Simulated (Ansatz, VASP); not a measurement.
# One calculation of ZnO, two programs

Contents of INCAR:

```
SYSTEM = ZnO
ALGO     = Normal         ! electronic algorithm
EDIFF    = 1E-7           ! SCF threshold, eV
ENCUT    = 520            ! plane-wave cutoff, eV
GGA      = PE             ! functional
ISIF     = 2              ! what is computed and relaxed
ISMEAR   = 0              ! smearing method
LASPH    = .TRUE.         ! aspherical terms in the spheres
LCHARG   = .FALSE.        ! write CHGCAR
LREAL    = .FALSE.        ! projectors in reciprocal space
LWAVE    = .FALSE.        ! write WAVECAR
NBANDS   = 26             ! bands
NELM     = 100            ! most SCF steps
PREC     = Accurate       ! precision mode
SIGMA    = 0.02           ! smearing width, eV
```

Contents of KPOINTS:

```
k-points
0
G
  12 12 6
  0 0 0
```

The input POSCAR:

```
ZnO
1.0
    3.1781850223      0.0000000000      0.0000000000
   -1.5890925112      2.7523889673      0.0000000000
    0.0000000000      0.0000000000      5.1280731953
Zn O
2 2
Direct
    0.6666666667      0.3333333333      0.5006253288
    0.3333333333      0.6666666667      0.0006253288
    0.6666666667      0.3333333333      0.8796846712
    0.3333333333      0.6666666667      0.3796846712
```

Input for Ansatz:

```yaml
crystal:
  lattice:
    - [3.1781850223, 0.0, 0.0]
    - [-1.5890925112, 2.7523889673, 0.0]
    - [0.0, 0.0, 5.1280731953]
  atoms:
    - { symbol: Zn, position: [0.6666666667, 0.3333333333, 0.5006253288] }
    - { symbol: Zn, position: [0.3333333333, 0.6666666667, 0.0006253288] }
    - { symbol: O, position: [0.6666666667, 0.3333333333, 0.8796846712] }
    - { symbol: O, position: [0.3333333333, 0.6666666667, 0.3796846712] }
basis:
  ecutwfc: 420
kpoints:
  mp_grid: { grid: [12, 12, 6] }
  band_path: { path: [VBM, CBM], npoints: 2 }
hamiltonian:
  xc: pbe
scf:
  occupations: { method: gaussian, width: 0.02 }
output:
  forces: true
  stress: true
  eigenvalues: true
checkpoint:
  read: start.run
  write: ck
  compress: false
  write_wavefunctions: false
  write_every: 100000
```

Alike in both runs: task single point; functional PBE; k mesh 12 × 12 × 6; occupations gaussian, width 0.02 eV; no spin polarisation.

```csv
,VASP,Ansatz
version,VASP 6.6.1,Ansatz 0.2.0
potentials or method,"VASP PAW PBE potentials, release 64 (Zn, O), cutoff 520 eV","scalar-relativistic, plane waves, PAW"
valence electrons in the cell,36,36
```

Ansatz gave:

* gap on the k mesh at the Fermi level (eV): 0.88
* least direct gap on the mesh (eV): 0.88
* pressure (GPa): 15.0

Task: Which values does VASP return?

Result: gap on the k mesh at the Fermi level (eV): 0.87; least direct gap on the mesh (eV): 0.87; pressure (GPa): 16.4.
